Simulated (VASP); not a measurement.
# BN (P1) in VASP: notebook

BN is run at these levels: PBE; tasks: single point.

Everything below comes from runs of VASP 6.6.1. Logs are shortened: lines on timing, memory, paths and dates and some standing lists are left out, and cuts for length are marked.

## (1) The cell of the first run

The typed cell holds 4 atoms: a = 2.554 Å, b = 2.554 Å, c = 4.227 Å, α = 90.00°, β = 90.00°, γ = 120.00°.

## (2) Single point, PBE (atom 3 (N) moved by (-0.100, +0.200) A along [1 1 0] and z)

File INCAR:

```
PREC     = Accurate       # precision mode
ENCUT    = 520            # plane-wave cutoff, eV
EDIFF    = 1E-6           # SCF threshold, eV
ISMEAR   = 0              # smearing method
SIGMA    = 0.05           # smearing width, eV
LREAL    = F              # projectors in reciprocal space
LASPH    = T              # aspherical terms in the spheres
NELM     = 80             # most SCF steps
ALGO     = Normal         # electronic algorithm
ISIF     = 2              # what is computed and relaxed
LWAVE    = F              # write WAVECAR
LCHARG   = T              # write CHGCAR
GGA      = PE             # functional
LELF     = T              # ELF
LVHAR    = T            
NBANDS   = 16             # bands
```

File KPOINTS:

```
regular mesh
0
Gamma
  12 12 6
```

File POSCAR:

```
BN
1.0
    2.5539396017      0.0000000000      0.0000000000
   -1.2769698009      2.2117765748      0.0000000000
    0.0000000000      0.0000000000      4.2268550000
B N
2 2
Direct
    0.6666666667      0.3333333333      0.9997240000
    0.3333333333      0.6666666667      0.4997240000
    0.6229947227      0.3013632515      0.6725925036
    0.3333333333      0.6666666667      0.1252760000
```

Potentials or basis: VASP PAW PBE potentials, release 64 (B, N).

Launch:

```bash
$ cat potpaw_PBE.64/B/POTCAR potpaw_PBE.64/N/POTCAR > POTCAR
$ mpirun -np 1 vasp_std > vasp.out
```

OUTCAR:

```text
PREC = Accurate
   ENCUT = 520
   EDIFF = 1E-6
   ISMEAR = 0
   LREAL = F
   LASPH = T
   NELM = 80
   ISIF = 2
   GGA = PE

 ion  position               nearest neighbor table
   1  0.667  0.333  1.000-   3 1.39   4 1.57   4 1.57   4 1.57
   2  0.333  0.667  0.500-   4 1.58   3 1.58   3 1.63   3 1.73
   3  0.623  0.301  0.673-   1 1.39   2 1.58   2 1.63   2 1.73
   4  0.333  0.667  0.125-   1 1.57   1 1.57   1 1.57   2 1.58

  LATTYP: Found a hexagonal cell.
 ALAT       =     2.5539396017
 C/A-ratio  =     1.6550332659

  Lattice vectors:

 A1 = (   2.5539396017,   0.0000000000,   0.0000000000)
 A2 = (  -1.2769698009,   2.2117765748,   0.0000000000)
 A3 = (   0.0000000000,   0.0000000000,   4.2268550000)

Analysis of symmetry for initial positions (statically):
=====================================================================
 Subroutine PRICEL returns:
 Original cell was already a primitive cell.

 Routine SETGRP: Setting up the symmetry group for a
 hexagonal supercell.

 Subroutine GETGRP returns: Found  1 space group operations
 (whereof  1 operations were pure point group operations)
 out of a pool of 24 trial point group operations.

The static configuration has the point symmetry C_1 .

Analysis of symmetry for dynamics (positions and initial velocities):
=====================================================================
 Subroutine PRICEL returns:
 Original cell was already a primitive cell.

 Routine SETGRP: Setting up the symmetry group for a
 hexagonal supercell.

 Subroutine GETGRP returns: Found  1 space group operations
 (whereof  1 operations were pure point group operations)
 out of a pool of 24 trial point group operations.

The dynamic configuration has the point symmetry C_1 .

 Subroutine INISYM returns: Found  1 space group operations
 (whereof  1 operations are pure point group operations),
 and found     1 'primitive' translations

----------------------------------------------------------------------------------------

                                     Primitive cell

  volume of cell :      23.8764

  direct lattice vectors                    reciprocal lattice vectors
     2.553939602  0.000000000  0.000000000     0.391551938  0.226062617  0.000000000
    -1.276969801  2.211776575  0.000000000     0.000000000  0.452125233  0.000000000
     0.000000000  0.000000000  4.226855000     0.000000000  0.000000000  0.236582518

  length of vectors
     2.553939602  2.553939602  4.226855000     0.452125233  0.452125233  0.236582518

  position of ions in fractional coordinates (direct lattice)
     0.666666667  0.333333333  0.999724000
     0.333333333  0.666666667  0.499724000
     0.622994723  0.301363251  0.672592504
     0.333333333  0.666666667  0.125276000

  ion indices of the primitive-cell ions
   primitive index   ion index
                 1           1
                 2           2
                 3           3
                 4           4

----------------------------------------------------------------------------------------

 KPOINTS: regular mesh

Automatic generation of k-mesh.
 Grid dimensions read from file:
 generate k-points for:   12   12    6

 Generating k-lattice:

  Cartesian coordinates                     Fractional coordinates (reciprocal lattice)
     0.032629328  0.018838551  0.000000000     0.083333333  0.000000000  0.000000000
     0.000000000  0.037677103  0.000000000     0.000000000  0.083333333  0.000000000
     0.000000000  0.000000000  0.039430420     0.000000000  0.000000000  0.166666667

  Length of vectors
     0.037677103  0.037677103  0.039430420

  Shift w.r.t. Gamma in fractional coordinates (k-lattice)
     0.000000000  0.000000000  0.000000000

 Subroutine IBZKPT returns following result:
 ===========================================

 Found    436 irreducible k-points:

 Following reciprocal coordinates:
            Coordinates               Weight
  0.000000  0.000000  0.000000      1.000000
  0.083333  0.000000  0.000000      2.000000
  0.000000  0.083333  0.000000      2.000000
 -0.083333  0.083333  0.000000      2.000000
  0.166667  0.000000  0.000000      2.000000
  0.000000  0.166667  0.000000      2.000000
[... 16 lines left out ...]
  0.166667  0.083333  0.000000      2.000000
 -0.083333  0.250000  0.000000      2.000000
 [... further k-points ...]
   k-points           NKPTS =    436   k-points in BZ     NKDIM =    436   number of bands    NBANDS=     16
   number of dos      NEDOS =    301   number of ions     NIONS =      4
   total plane-waves  NPLWV =  12800
   dimension x,y,z NGX =    20 NGY =   20 NGZ =   32
   dimension x,y,z NGXF=    40 NGYF=   40 NGZF=   64
   ions per type =               2   2
   NGX,Y,Z   is equivalent  to a cutoff of  13.02, 13.02, 12.59 a.u.
   NGXF,Y,Z  is equivalent  to a cutoff of  26.04, 26.04, 25.17 a.u.
 SYSTEM =  unknown system
   PREC   = accura    normal or accurate (medium, high low for compatibility)
   ISTART =      0    job   : 0-new  1-cont  2-samecut
   ICHARG =      2    charge: 1-file 2-atom 10-const
   ISPIN  =      1    spin polarized calculation?
   LNONCOLLINEAR =      F non collinear calculations
   LSORBIT =      F    spin-orbit coupling
   LASPH  =      T    aspherical Exc in radial PAW
   ENCUT  =  520.0 eV  38.22 Ry    6.18 a.u.   4.75  4.75  7.86*2*pi/ulx,y,z
   NELM   =     80;   NELMIN=  2; NELMDL= -5     # of ELM steps
   EDIFF  = 0.1E-05   stopping-criterion for ELM
   LREAL  =      F    real-space projection
[... 7 lines left out ...]
   TEBEG  =    0.0;   TEEND  =   0.0 temperature during run
   PSTRESS=    0.0 pullay stress
   NELECT =      16.0000    total number of electrons
   NUPDOWN=      -1.0000    fix difference up-down
   EMIN   =  10.00;   EMAX   =-10.00  energy-range for DOS
   EFERMI =   0.00;   METHOD = LEGACY
   ISMEAR =     0;   SIGMA  =   0.05  broadening in eV -4-tet -1-fermi 0-gaus
   EFERMI_NEDOS =   21; number of points for ismear=-14 and -15
   IALGO  =     38    algorithm
   IMIX   =      4    mixing-type and parameters
     AMIX     =   0.40;   BMIX     =  1.00
     AMIX_MAG =   1.60;   BMIX_MAG =  1.00
  volume/ion in A,a.u.               =       5.97        40.28
  Fermi-wavevector in a.u.,A,eV,Ry     =   1.432600  2.707222 27.923836  2.052344
  Thomas-Fermi vector in A             =   2.552210
   LORBIT       =      0    0 simple, 1 ext, 2 COOP (PROOUT), +10 PAW based schemes
   GGA     = PE    functional components
   LHFCALC =     F    Hartree Fock is set to
   AEXX    =    0.0000 exact exchange contribution
   IVDW    =     0    specifies the selected vdW correction
   LEPSILON=     F    determine dielectric tensor
   LRPA    =     F    only Hartree local field effects (RPA)
 non-spin polarized calculation
 Gauss-broadening in eV      SIGMA  =   0.05
  energy-cutoff  :      520.00
  volume of cell :       23.88
 maximum number of plane-waves:       660
   NGX =  9   NGY =  9   NGZ = 15

 number of electron      15.9999997 magnetization

 Free energy of the ion-electron system (eV)
  ---------------------------------------------------
  ext. energy  EPLUGINS =         0.00000000
  ---------------------------------------------------
  free energy    TOTEN  =       -33.89438932 eV

  energy without entropy =      -33.89438932  energy(sigma->0) =      -33.89438932

 E-fermi :   8.4343     XC(G=0): -12.7667

 val. band max:        8.2033242794   @ k =   0.0000   0.0000   0.0000
 cond. band min:      11.3471948125   @ k =   0.3333   0.3333   0.0000
 fundamental gap:      3.1438705330
 Fermi energy:         8.4343440938

 k-point     1 :       0.0000    0.0000    0.0000
  band No.  band energies     occupation
      1     -12.9423      2.00000
      2      -8.7353      2.00000
      3      -3.6714      2.00000
      4       5.1191      2.00000
      5       5.6339      2.00000
      6       6.0360      2.00000
[... 8 lines left out ...]
     15      20.1811      0.00000
     16      24.5499      0.00000

 k-point     2 :       0.0833    0.0000    0.0000
  band No.  band energies     occupation
      1     -12.7925      2.00000
      2      -8.6177      2.00000
      3      -3.5287      2.00000
      4       4.8039      2.00000
      5       4.9264      2.00000
      6       5.9403      2.00000
[... 8 lines left out ...]
     15      20.5018      0.00000
     16      24.0704      0.00000

 k-point     3 :       0.0000    0.0833    0.0000
  band No.  band energies     occupation
      1     -12.7915      2.00000
      2      -8.6199      2.00000
      3      -3.5283      2.00000
      4       4.4505      2.00000
      5       5.2986      2.00000
      6       5.9250      2.00000
[... 8 lines left out ...]
     15      20.2354      0.00000
     16      24.3339      0.00000

 k-point     4 :      -0.0833    0.0833    0.0000
  band No.  band energies     occupation
      1     -12.7918      2.00000
      2      -8.6194      2.00000
      3      -3.5283      2.00000
      4       4.5041      2.00000
      5       5.2437      2.00000
      6       5.9276      2.00000
[... 8 lines left out ...]
     15      20.3638      0.00000
     16      24.2882      0.00000

 k-point     5 :       0.1667    0.0000    0.0000
  band No.  band energies     occupation
      1     -12.3490      2.00000
      2      -8.2815      2.00000
      3      -3.1071      2.00000
      4       3.1247      2.00000
      5       4.2850      2.00000
      6       5.4023      2.00000
[... 8 lines left out ...]
     15      21.3922      0.00000
     16      23.0259      0.00000

 k-point     6 :       0.0000    0.1667    0.0000
  band No.  band energies     occupation
      1     -12.3440      2.00000
      2      -8.2916      2.00000
      3      -3.1044      2.00000
      4       2.8522      2.00000
      5       4.5943      2.00000
      6       5.3351      2.00000
[... 8 lines left out ...]
     15      20.8849      0.00000
     16      23.7126      0.00000

 k-point     7 :      -0.1667    0.1667    0.0000
  band No.  band energies     occupation
      1     -12.3452      2.00000
      2      -8.2896      2.00000
      3      -3.1048      2.00000
      4       2.9109      2.00000
      5       4.5304      2.00000
      6       5.3697      2.00000
[... 8 lines left out ...]
     15      21.1891      0.00000
     16      23.5564      0.00000

 k-point     8 :       0.2500    0.0000    0.0000
  band No.  band energies     occupation
      1     -11.6315      2.00000
      2      -7.7888      2.00000
      3      -2.4290      2.00000
      4       1.1206      2.00000
      5       3.5965      2.00000
      6       4.1183      2.00000
[... 8 lines left out ...]
     15      22.6132      0.00000
     16      22.9863      0.00000

 k-point     9 :       0.0000    0.2500    0.0000
  band No.  band energies     occupation
      1     -11.6161      2.00000
      2      -7.8205      2.00000
      3      -2.4191      2.00000
      4       0.9620      2.00000
      5       3.7616      2.00000
      6       3.9879      2.00000
[... 8 lines left out ...]
     15      22.3000      0.00000
     16      23.7604      0.00000
[... 172 lines left out ...]
 k-point    19 :       0.5000    0.5000    0.0000
  band No.  band energies     occupation
      1      -8.8543      2.00000
      2      -7.6336      2.00000
      3      -1.9346      2.00000
      4      -0.1404      2.00000
      5       0.4266      2.00000
      6       2.3240      2.00000
[... 8 lines left out ...]
     15      24.5599      0.00000
     16      25.3180      0.00000

 k-point    20 :       0.0833    0.0833    0.0000
  band No.  band energies     occupation
      1     -12.4944      2.00000
      2      -8.3934      2.00000
      3      -3.2458      2.00000
      4       3.6235      2.00000
      5       4.3845      2.00000
      6       5.6715      2.00000
[... 8 lines left out ...]
     15      20.9852      0.00000
     16      23.6074      0.00000

 k-point    21 :      -0.0833    0.1667    0.0000
  band No.  band energies     occupation
      1     -12.4918      2.00000
      2      -8.3988      2.00000
      3      -3.2443      2.00000
      4       3.3792      2.00000
      5       4.6367      2.00000
      6       5.6851      2.00000
[... 8 lines left out ...]
     15      20.7836      0.00000
     16      23.9468      0.00000

 k-point    22 :      -0.1667    0.0833    0.0000
  band No.  band energies     occupation
      1     -12.4952      2.00000
      2      -8.3920      2.00000
      3      -3.2460      2.00000
      4       3.7350      2.00000
      5       4.2980      2.00000
      6       5.6350      2.00000
[... 8 lines left out ...]
     15      21.0879      0.00000
     16      23.5967      0.00000

 k-point    23 :       0.1667    0.0833    0.0000
  band No.  band energies     occupation
      1     -11.9123      2.00000
      2      -7.9769      2.00000
      3      -2.6942      2.00000
      4       2.0621      2.00000
      5       3.2925      2.00000
      6       4.9693      2.00000
[... 8 lines left out ...]
     15      22.1101      0.00000
     16      23.0398      0.00000

 k-point    24 :      -0.0833    0.2500    0.0000
  band No.  band energies     occupation
      1     -11.9027      2.00000
      2      -7.9970      2.00000
      3      -2.6879      2.00000
      4       1.7993      2.00000
      5       3.5627      2.00000
      6       4.8938      2.00000
[... 8 lines left out ...]
     15      21.9453      0.00000
     16      23.5877      0.00000

 [... further k-points ...]
[... 5 lines left out ...]
  --------------------------------------------------------------------------------------
  -------------------------------------------------------------------------------------
  Total        0.5736886      0.5811626      2.8614189      0.0917591      0.1265562      0.0653840
  in kB       38.4961739     38.9977023    192.0095339      6.1573050      8.4922902      4.3874591
  external PRESSURE =      89.8344700 kB  Pullay stress =       0.0000000 kB

 VOLUME and BASIS-vectors are now :
 -----------------------------------------------------------------------------
  energy-cutoff  :      520.00
  volume of cell :       23.88
      direct lattice vectors                 reciprocal lattice vectors
     2.553939602  0.000000000  0.000000000     0.391551938  0.226062617  0.000000000
    -1.276969801  2.211776575  0.000000000     0.000000000  0.452125233  0.000000000
     0.000000000  0.000000000  4.226855000     0.000000000  0.000000000  0.236582518

 POSITION                                       TOTAL-FORCE (eV/Angst)
 -----------------------------------------------------------------------------------
      1.27697      0.73726      4.22569        -0.202600     -0.213719      3.834073
     -0.00000      1.47452      2.11226        -0.472009     -0.674411      2.704363
      1.20626      0.66655      2.84295         0.667375      0.893172     -9.317906
     -0.00000      1.47452      0.52952         0.007234     -0.005042      2.779470
 -----------------------------------------------------------------------------------
    total drift:                               -0.000137      0.000127     -0.000207

  FREE ENERGIE OF THE ION-ELECTRON SYSTEM (eV)
  ---------------------------------------------------
  free  energy   TOTEN  =       -33.8943893202 eV

  energy  without entropy=      -33.8943893202  energy(sigma->0) =      -33.89438932
```

Run time: 60 s. Hardware: 1 thread of Intel Xeon 6975P-C (Granite Rapids), shared host; peak memory 0.24 GiB.

Results:

* Free energy: -33.8944 eV
* Pressure: 9.0 GPa
* Largest force: 9.384 eV/Å
* Band gap on the k mesh: 3.14 eV, indirect (least direct gap 7.01 eV)

Forces in eV/Å, atoms in the order of the input:
```
B   -0.203 -0.214  3.834
B   -0.472 -0.674  2.704
N    0.667  0.893 -9.318
N    0.007 -0.005  2.779
```

Caveat: the cell differs from its parent crystal (atom 3 (N) moved by (-0.100, +0.200) A along [1 1 0] and z); forces of over 1 eV/Å act on the atoms, so gaps and moduli don't describe the material at rest.

(Part 1 of 2 ends here.)
